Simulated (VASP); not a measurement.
# Si2Mo (I4/mmm) in VASP: notebook

The runs below take Si2Mo through relaxation of shape and atoms at fixed volume, with r2SCAN+D4, r2SCAN.

Everything below comes from runs of VASP 6.6.1. Logs are shortened: lines on timing, memory, paths and dates and some standing lists are left out, and cuts for length are marked.

## 1. The cell of the first run

Symmetry: I4/mmm, No. 139, tetragonal system. The conventional cell has a = 3.213 Å, b = 3.213 Å, c = 7.847 Å, α = 90.00°, β = 90.00°, γ = 90.00°. Within 3.4 Å of Si (site symmetry 4mm) lie 9 Si at 2.58 to 3.21 Å and 5 Mo at 2.61 to 2.63 Å. Mo (site symmetry 4/mmm) has 10 Si at 2.61 to 2.63 Å and 4 Mo at 3.21 Å within 3.4 Å.

## 2. Relaxation of shape and atoms at fixed volume, r2SCAN+D4 (13.50 Å³/atom)

Contents of POSCAR:

```
Si2Mo
1.0
   -1.6067454703      1.6067454703      3.9233907226
    1.6067454703     -1.6067454703      3.9233907226
    1.6067454703      1.6067454703     -3.9233907226
Si Mo
2 1
Direct
    0.3353506881      0.3353506881      0.0000000000
    0.6646493119      0.6646493119      0.0000000000
    0.0000000000      0.0000000000      0.0000000000
```

Contents of INCAR.step1:

```
ALGO     = Normal         # electronic algorithm
EDIFF    = 1E-4           # SCF threshold, eV
ENCUT    = 600            # plane-wave cutoff, eV
GGA      = PE             # functional
ISMEAR   = 0              # smearing method
LASPH    = True           # aspherical terms in the spheres
LCHARG   = False          # write CHGCAR
LREAL    = False          # projectors in reciprocal space
LWAVE    = True           # write WAVECAR
NELM     = 60             # most SCF steps
PREC     = Accurate       # precision mode
SIGMA    = 0.05           # smearing width, eV
```

Contents of INCAR.step2:

```
ALGO     = Normal         # electronic algorithm
EDIFF    = 1E-6           # SCF threshold, eV
EDIFFG   = -0.01          # ionic threshold
ENCUT    = 600            # plane-wave cutoff, eV
IBRION   = 2              # ionic algorithm
ISIF     = 4              # what is computed and relaxed
ISMEAR   = 0              # smearing method
ISTART   = 1            
IVDW     = 13             # dispersion correction
LASPH    = True           # aspherical terms in the spheres
LCHARG   = False          # write CHGCAR
LMIXTAU  = True         
LREAL    = False          # projectors in reciprocal space
LWAVE    = False          # write WAVECAR
METAGGA  = R2SCAN         # meta-GGA
NELM     = 60             # most SCF steps
NSW      = 60             # ionic steps
PREC     = Accurate       # precision mode
SIGMA    = 0.05           # smearing width, eV
VDW_A1   = 0.51559235   
VDW_A2   = 5.77342911   
VDW_S6   = 1.0          
VDW_S8   = 0.6018749
```

Contents of KPOINTS:

```
k-points
0
Gamma
  10 10 10
```

Potentials or basis: VASP PAW PBE potentials, release 64 (Si, Mo_sv).

Command:

```bash
cat potpaw_PBE.64/Si/POTCAR potpaw_PBE.64/Mo_sv/POTCAR > POTCAR
cp INCAR.step1 INCAR
mpirun -np 1 vasp_std > vasp.out
cp INCAR.step2 INCAR
mpirun -np 1 vasp_std > vasp.out
```

OUTCAR:

```text
EDIFF = 1E-6
   EDIFFG = -0.01
   ENCUT = 600
   IBRION = 2
   ISIF = 4
   ISMEAR = 0
   ISTART = 1
   IVDW = 13
   LASPH = True
   LREAL = False
   METAGGA = R2SCAN
   NELM = 60
   NSW = 60
   PREC = Accurate

 ion  position               nearest neighbor table
   1  0.335  0.335  0.000-   2 2.58   3 2.61   3 2.61   3 2.61   3 2.61   3 2.63   2 2.64   2 2.64
                             2 2.64   2 2.64
   2  0.665  0.665  0.000-   1 2.58   3 2.61   3 2.61   3 2.61   3 2.61   3 2.63   1 2.64   1 2.64
                             1 2.64   1 2.64
   3  0.000  0.000  0.000-   2 2.61   2 2.61   2 2.61   1 2.61   2 2.61   1 2.61   1 2.61   1 2.61
                             1 2.63   2 2.63

  LATTYP: Found a body centered tetragonal cell.
 ALAT       =     3.2134909406
 C/A-ratio  =     2.4418246668

  Lattice vectors:

 A1 = (  -1.6067454703,   1.6067454703,   3.9233907226)
 A2 = (   1.6067454703,  -1.6067454703,   3.9233907226)
 A3 = (   1.6067454703,   1.6067454703,  -3.9233907226)

Analysis of symmetry for initial positions (statically):
=====================================================================
 Subroutine PRICEL returns:
 Original cell was already a primitive cell.

 Routine SETGRP: Setting up the symmetry group for a
 body centered tetragonal supercell.

 Subroutine GETGRP returns: Found 16 space group operations
 (whereof 16 operations were pure point group operations)
 out of a pool of 16 trial point group operations.

The static configuration has the point symmetry D_4h.

Analysis of symmetry for dynamics (positions and initial velocities):
=====================================================================
 Subroutine PRICEL returns:
 Original cell was already a primitive cell.

 Routine SETGRP: Setting up the symmetry group for a
 body centered tetragonal supercell.

 Subroutine GETGRP returns: Found 16 space group operations
 (whereof 16 operations were pure point group operations)
 out of a pool of 16 trial point group operations.

The dynamic configuration has the point symmetry D_4h.

 Subroutine INISYM returns: Found 16 space group operations
 (whereof 16 operations are pure point group operations),
 and found     1 'primitive' translations

----------------------------------------------------------------------------------------

                                     Primitive cell

  volume of cell :      40.5150

  direct lattice vectors                    reciprocal lattice vectors
    -1.606745470  1.606745470  3.923390723     0.000000000  0.311188056  0.127440787
     1.606745470 -1.606745470  3.923390723     0.311188056  0.000000000  0.127440787
     1.606745470  1.606745470 -3.923390723     0.311188056  0.311188056  0.000000000

  length of vectors
     4.533900834  4.533900834  4.533900834     0.336272450  0.336272450  0.440086370

  position of ions in fractional coordinates (direct lattice)
     0.335350688  0.335350688  0.000000000
     0.664649312  0.664649312  0.000000000
     0.000000000  0.000000000  0.000000000

  ion indices of the primitive-cell ions
   primitive index   ion index
                 1           1
                 2           2
                 3           3

----------------------------------------------------------------------------------------

 KPOINTS: k-points

Automatic generation of k-mesh.
 Grid dimensions read from file:
 generate k-points for:   10   10   10

 Generating k-lattice:

  Cartesian coordinates                     Fractional coordinates (reciprocal lattice)
     0.000000000  0.031118806  0.012744079     0.100000000  0.000000000  0.000000000
     0.031118806  0.000000000  0.012744079     0.000000000  0.100000000  0.000000000
     0.031118806  0.031118806  0.000000000     0.000000000  0.000000000  0.100000000

  Length of vectors
     0.033627245  0.033627245  0.044008637

  Shift w.r.t. Gamma in fractional coordinates (k-lattice)
     0.000000000  0.000000000  0.000000000

 Subroutine IBZKPT returns following result:
 ===========================================

 Found    102 irreducible k-points:

 Following reciprocal coordinates:
            Coordinates               Weight
  0.000000  0.000000  0.000000      1.000000
  0.100000  0.000000 -0.000000      8.000000
  0.200000  0.000000 -0.000000      8.000000
  0.300000  0.000000  0.000000      8.000000
  0.400000  0.000000  0.000000      8.000000
  0.500000  0.000000  0.000000      4.000000
[... 16 lines left out ...]
  0.300000  0.300000  0.000000      8.000000
  0.400000  0.300000  0.000000     16.000000
 [... further k-points ...]
   k-points           NKPTS =    102   k-points in BZ     NKDIM =    102   number of bands    NBANDS=     15
   number of dos      NEDOS =    301   number of ions     NIONS =      3
   total plane-waves  NPLWV =  46656
   dimension x,y,z NGX =    36 NGY =   36 NGZ =   36
   dimension x,y,z NGXF=    72 NGYF=   72 NGZF=   72
   ions per type =               2   1
   NGX,Y,Z   is equivalent  to a cutoff of  13.20, 13.20, 13.20 a.u.
   NGXF,Y,Z  is equivalent  to a cutoff of  26.40, 26.40, 26.40 a.u.
 SYSTEM =  unknown system
   PREC   = accura    normal or accurate (medium, high low for compatibility)
   ISTART =      1    job   : 0-new  1-cont  2-samecut
   ICHARG =      0    charge: 1-file 2-atom 10-const
   ISPIN  =      1    spin polarized calculation?
   LNONCOLLINEAR =      F non collinear calculations
   LSORBIT =      F    spin-orbit coupling
   LASPH  =      T    aspherical Exc in radial PAW
   ENCUT  =  600.0 eV  44.10 Ry    6.64 a.u.   9.06  9.06  9.06*2*pi/ulx,y,z
   NELM   =     60;   NELMIN=  2; NELMDL=  0     # of ELM steps
   EDIFF  = 0.1E-05   stopping-criterion for ELM
   LREAL  =      F    real-space projection
   EDIFFG = -.1E-01   stopping-criterion for IOM
   NSW    =     60    number of steps for IOM
   IBRION =      2    ionic relax: 0-MD 1-quasi-New 2-CG
   NFREE  =      1    steps in history (QN), initial steepest desc. (CG)
   ISIF   =      4    stress and relaxation
   ISYM   =      2    0-nonsym 1-usesym 2-fastsym
   POTIM  = 0.5000    time-step for ionic-motion
   TEBEG  =    0.0;   TEEND  =   0.0 temperature during run
   PSTRESS=    0.0 pullay stress
   NELECT =      22.0000    total number of electrons
   NUPDOWN=      -1.0000    fix difference up-down
   EMIN   =  10.00;   EMAX   =-10.00  energy-range for DOS
   EFERMI =   0.00;   METHOD = LEGACY
   ISMEAR =     0;   SIGMA  =   0.05  broadening in eV -4-tet -1-fermi 0-gaus
   EFERMI_NEDOS =   21; number of points for ismear=-14 and -15
   IALGO  =     38    algorithm
   IMIX   =      4    mixing-type and parameters
     AMIX     =   0.40;   BMIX     =  1.00
     AMIX_MAG =   1.60;   BMIX_MAG =  1.00
  volume/ion in A,a.u.               =      13.50        91.14
  Fermi-wavevector in a.u.,A,eV,Ry     =   1.335602  2.523922 24.270527  1.783833
  Thomas-Fermi vector in A             =   2.464294
   LORBIT       =      0    0 simple, 1 ext, 2 COOP (PROOUT), +10 PAW based schemes
   METAGGA = R2SCAN    functional components
   LHFCALC =     F    Hartree Fock is set to
   AEXX    =    0.0000 exact exchange contribution
   IVDW    =    13    specifies the selected vdW correction
   LEPSILON=     F    determine dielectric tensor
   LRPA    =     F    only Hartree local field effects (RPA)
 conjugate gradient relaxation of ions
 non-spin polarized calculation
 Gauss-broadening in eV      SIGMA  =   0.05
  energy-cutoff  :      600.00
  volume of cell :       40.51
 maximum number of plane-waves:      1376
   NGX = 19   NGY = 19   NGZ = 19

--------------------------------------- Ionic step        1  -------------------------------------------

 number of electron      22.0000000 magnetization

 Free energy of the ion-electron system (eV)
  ---------------------------------------------------
  ext. energy  EPLUGINS =         0.00000000
  ---------------------------------------------------
  free energy    TOTEN  =       -45.01270540 eV

  energy without entropy =      -45.01233530  energy(sigma->0) =      -45.01252035

------------------------ aborting loop because EDIFF is reached ----------------------------------------

  DFT-D4 for vdW energy calculation

  Edisp (eV):   -0.57008

  FORCE on cell =-STRESS in cart. coord.  units (eV):
  Direction    XX          YY          ZZ          XY          YZ          ZX
  --------------------------------------------------------------------------------------
  -------------------------------------------------------------------------------------
  Total      -0.94665    -0.94665    -1.10040     0.00000    -0.00000     0.00000
  in kB     -37.43547   -37.43547   -43.51556     0.00000    -0.00000     0.00000
  external pressure =      -39.46 kB  Pullay stress =        0.00 kB
[... 104 lines left out ...]
  energy  without entropy=      -45.5826125690  energy(sigma->0) =      -45.58277876

--------------------------------------- Ionic step        4  -------------------------------------------

 number of electron      22.0000000 magnetization

 Free energy of the ion-electron system (eV)
  ---------------------------------------------------
  ext. energy  EPLUGINS =         0.00000000
  ---------------------------------------------------
  free energy    TOTEN  =       -45.01287208 eV

  energy without entropy =      -45.01254978  energy(sigma->0) =      -45.01271093

 E-fermi :  12.0300     XC(G=0): -13.3473

 val. band max:       12.0224274862   @ k =  -0.4000   0.5000   0.4000
 cond. band min:      12.2724770326   @ k =  -0.4000   0.4000   0.4000
 fundamental gap:      0.2500495464
 Fermi energy:        12.0300208777

 k-point     1 :       0.0000    0.0000    0.0000
  band No.  band energies     occupation
      1     -50.4862      2.00000
      2     -23.9198      2.00000
      3     -23.8386      2.00000
      4     -23.8386      2.00000
      5      -1.9662      2.00000
      6       5.4235      2.00000
      7       8.6777      2.00000
      8       9.0757      2.00000
      9       9.3583      2.00000
     10       9.3583      2.00000
     11      12.4680      0.00000
     12      15.5358      0.00000
     13      15.6067      0.00000
     14      15.7376      0.00000
     15      15.7376      0.00000
[... 397 lines left out ...]
 k-point    24 :       0.4000    0.3000    0.0000
  band No.  band energies     occupation
      1     -50.4559      2.00000
      2     -24.0548      2.00000
      3     -23.9817      2.00000
      4     -23.8840      2.00000
      5       2.2998      2.00000
      6       3.4323      2.00000
      7       6.0951      2.00000
      8       8.0461      2.00000
      9       8.9944      2.00000
     10       9.7394      2.00000
     11      10.1285      2.00000
     12      12.8615      0.00000
     13      13.8418      0.00000
     14      15.6944      0.00000
     15      17.3509      0.00000

 [... further k-points ...]

------------------------ aborting loop because EDIFF is reached ----------------------------------------

  DFT-D4 for vdW energy calculation

  Edisp (eV):   -0.57009

  FORCE on cell =-STRESS in cart. coord.  units (eV):
  Direction    XX          YY          ZZ          XY          YZ          ZX
  --------------------------------------------------------------------------------------
  -------------------------------------------------------------------------------------
  Total      -0.98090    -0.98090    -0.96349     0.00000    -0.00000     0.00000
  in kB     -38.79001   -38.79001   -38.10135     0.00000    -0.00000     0.00000
  external pressure =      -38.56 kB  Pullay stress =        0.00 kB
[... 18 lines left out ...]
  FREE ENERGIE OF THE ION-ELECTRON SYSTEM (eV)
  ---------------------------------------------------
  free  energy   TOTEN  =       -45.5829578757 eV

  energy  without entropy=      -45.5826355730  energy(sigma->0) =      -45.58279672

 reached required accuracy - stopping structural energy minimisation
```

Wall time 16 min (1 thread of Intel Xeon Platinum 8259CL at 2.50GHz (Skylake/Cascade Lake), shared host); peak memory 0.27 GiB.

What came out:

```yaml
Free_energy: -45.5830 eV
Energy_gained_by_relaxing: 0.1 meV/atom
Ionic_steps: 4
Pressure_after_relaxing: -3.9 GPa
Band_gap_on_the_k_mesh: zero (bands 11 and 12 overlap by 1.00 eV)
Dispersion_energy_per_atom: -0.190 eV
```

The path:
```tsv
step	energy change (eV)	largest force (eV/Å)	pressure (GPa)	volume (Å³)
1	0.0000	0.0456	-3.95	40.51
2	-0.0001	0.0003	-3.84	40.51
3	-0.0002	0.0130	-3.87	40.51
4	-0.0002	0.0001	-3.86	40.51
```

Final structure:
```xyz
3
Lattice="-1.6075 1.6075 3.9197 1.6075 -1.6075 3.9197 1.6075 1.6075 -3.9197" Properties=species:S:1:pos:R:3 pbc="T T T"
Si    0.0000    0.0000    2.6312
Si    1.6075    1.6075    1.2885
Mo    0.0000    0.0000    7.8394
```

Levels at points of the mesh, in eV from the Fermi level:
| k point | band 8 | band 9 | band 10 | band 11 | band 12 | band 13 | band 14 | band 15 |
| --- | --- | --- | --- | --- | --- | --- | --- | --- |
| (0.00, 0.00, 0.00) | -2.95 | -2.67 | -2.67 | 0.44 | 3.51 | 3.58 | 3.71 | 3.71 |
| (0.50, 0.00, 0.00) | -4.69 | -2.66 | -2.51 | -0.44 | 2.59 | 3.35 | 4.49 | 4.55 |
| (0.50, 0.50, 0.00) | -5.26 | -4.56 | -3.09 | -1.30 | 2.66 | 3.08 | 3.53 | 3.70 |
| (0.50, 0.50, 0.50) | -2.11 | -0.49 | -0.49 | -0.47 | -0.47 | 0.58 | 5.25 | 5.77 |

Caveat: the PAW data sets were made with another functional, which shifts forces and pressure a little.

(Part 1 of 2 ends here.)

The gap in the log of VASP goes by the Fermi energy; the results here count the filled bands.